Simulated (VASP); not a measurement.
Here is a VASP 6.6.1 calculation.

INCAR

```
SYSTEM = SiC3
ALGO     = Normal         ! electronic algorithm
EDIFF    = 1E-6           ! SCF threshold, eV
ENCUT    = 520            ! plane-wave cutoff, eV
GGA      = CA             ! functional
ISIF     = 2              ! what is computed and relaxed
ISMEAR   = 0              ! smearing method
LASPH    = .TRUE.         ! aspherical terms in the spheres
LCHARG   = .FALSE.        ! write CHGCAR
LREAL    = .FALSE.        ! projectors in reciprocal space
LWAVE    = .FALSE.        ! write WAVECAR
NBANDS   = 16             ! bands
NELM     = 100            ! most SCF steps
PREC     = Accurate       ! precision mode
SIGMA    = 0.01           ! smearing width, eV
```

Contents of KPOINTS:

```
k-points
0
G
  6 6 6
  0 0 0
```

File POSCAR:

```
SiC3
1.0
    1.4154339591      0.8172011773      4.6700734309
   -1.4154339591      0.8172011773      4.6700734309
    0.0000000000     -1.6344023546      4.6700734309
C Si
3 1
Direct
    1.0082378925      0.0082378925      0.0082378925
    0.4889604675      0.4889604675      0.4889604675
    0.3791724032      0.3791724032      0.3791724032
    0.8736292368      0.8736292368      0.8736292368
```

Potentials or basis: VASP PAW LDA potentials, release 64 (C, Si).

Command:

```bash
$ cat potpaw_LDA.64/C/POTCAR potpaw_LDA.64/Si/POTCAR > POTCAR
$ mpirun -np 1 vasp_std > vasp.out
```

Question: What does it give for the band gap on the k mesh?

Answer: 1.52 eV (least direct gap 3.14 eV).

Question: What does it give for the pressure?

Answer: -6.4 GPa.

Stress tensor (GPa, compression positive):
```
-6.50  0.00  0.00
 0.00 -6.50  0.00
 0.00  0.00 -6.26
```

Caveat: the k points lie up to 0.43 Å⁻¹ apart. A k mesh can miss the band edges.
